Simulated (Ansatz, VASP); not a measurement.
**AlGaN2 in VASP and in Ansatz**

The input POSCAR:

```
AlGaN2
1.0
    3.2036945897      0.0000000000      0.0000000000
    0.0000000000      3.2036945897      0.0000000000
    0.0000000000      0.0000000000      4.4238379400
Al Ga N
1 1 2
Direct
    0.5000000000      0.5000000000      0.5000000000
    0.0000000000      0.0000000000      0.0000000000
    0.5000000000      0.0000000000      0.7382648100
    0.0000000000      0.5000000000      0.2617351900
```

File INCAR.step1:

```
PREC = Accurate
ENCUT = 520
ISMEAR = 0
SIGMA = 0.05
LREAL = False
LASPH = True
NELM = 100
NBANDS = 21
GGA = PE
ALGO = Normal
EDIFF = 1E-4
LWAVE = True
LCHARG = False
```

INCAR.step2

```
PREC = Accurate
ENCUT = 520
EDIFF = 1E-6
ISMEAR = 0
SIGMA = 0.05
LREAL = False
LASPH = True
NELM = 100
ALGO = Normal
ISIF = 2
LWAVE = False
LCHARG = False
METAGGA = R2SCAN
LMIXTAU = True
NBANDS = 21
ISTART = 1
```

Contents of KPOINTS:

```
regular mesh
0
Gamma
  8 8 6
```

Input for Ansatz:

```yaml
crystal:
  lattice:
    - [3.2036945897, 0.0, 0.0]
    - [0.0, 3.2036945897, 0.0]
    - [0.0, 0.0, 4.42383794]
  atoms:
    - { symbol: Al, position: [0.5, 0.5, 0.5] }
    - { symbol: Ga, position: [0.0, 0.0, 0.0] }
    - { symbol: "N", position: [0.5, 0.0, 0.73826481] }
    - { symbol: "N", position: [0.0, 0.5, 0.26173519] }
basis:
  ecutwfc: 500
kpoints:
  mp_grid: { grid: [8, 8, 6] }
hamiltonian:
  xc: r2scan
scf:
  occupations: { method: gaussian, width: 0.05 }
output:
  forces: true
  stress: true
  eigenvalues: true
```

Change from the starting cell: strain +0.0200 x Voigt [1, 1, 0, 0, 0, 0], atoms carried along.

Alike in both runs: task single point; functional r2SCAN; k mesh 8 × 8 × 6; occupations gaussian, width 0.05 eV; no spin polarisation.

|  | VASP | Ansatz |
| --- | --- | --- |
| version | VASP 6.6.1 | Ansatz 0.2.0 |
| potentials or method | VASP PAW PBE potentials, release 64 (Al, Ga_d, N), cutoff 520 eV | scalar-relativistic, plane waves, PAW |
| valence electrons in the cell | 26 | 26 |

|  | VASP | Ansatz | Ansatz less VASP |
| --- | --- | --- | --- |
| gap on the k mesh at the Fermi level (eV) | 3.08 | 3.07 | -0.009 |
| least direct gap on the mesh (eV) | 3.08 | 3.07 | -0.009 |
| pressure (GPa) | -7.5 | -7.8 | -0.26 |
| traceless stress, the component that is largest in VASP (GPa) | 1.87 | 1.83 | -0.038 |
| rms of the force components (eV/Å) | 0.010 | 0.023 | +0.0127 |

VASP's potentials were made for PBE, not for r2SCAN. Atom by atom the forces differ by 0.033 eV/Å (rms over components). With one functional, cell and mesh, what is left measures potentials, basis and numerics.
